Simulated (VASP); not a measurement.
Wanted: the native input for a VASP 6.6.1 run.

```yaml
Task: single point
Functional: LDA
Potentials_or_basis: VASP PAW LDA potentials, release 64 (Au)
Cutoff: 520 eV
k_mesh: 10 × 10 × 10
Occupations: fermi-dirac, width 0.05 eV
Spin: no spin polarisation
Dipole_correction: no
Further_INCAR_settings: ALGO = Fast; EDIFF = 1e-07; NBANDS = 12
```

The structure of Au lies in POSCAR:

```
Au
1.0
    2.6663410690      0.0000000000      0.0000000000
    0.0000000000      2.6663410690      0.0000000000
    0.0000000000      0.0000000000      2.6663410690
Au
1
Direct
    0.5000000000      0.5000000000      0.5000000000
```

One way to write it, as run:

INCAR

```
SYSTEM = Au
ALGO = Fast
EDIFF = 1E-7
ENCUT = 520
ISIF = 2
ISMEAR = -1
LASPH = .True.
LCHARG = .False.
LREAL = .False.
LWAVE = .False.
NBANDS = 12
NELM = 60
PREC = Accurate
SIGMA = 0.05
```

KPOINTS

```
k-points
0
Gamma
  10 10 10
  0 0 0
```

Potentials or basis: VASP PAW LDA potentials, release 64 (Au).

Run with:

```console
$ cat potpaw_LDA.64/Au/POTCAR > POTCAR
$ mpirun -np 1 vasp_std > vasp.out
```

It gave:

```json
{"Pressure": "0.5 GPa"}
```

Run time: 4.2 s on 1 thread of Intel(R) Xeon(R) 6975P-C (Granite Rapids), with other jobs on the host, peak memory 0.12 GiB.
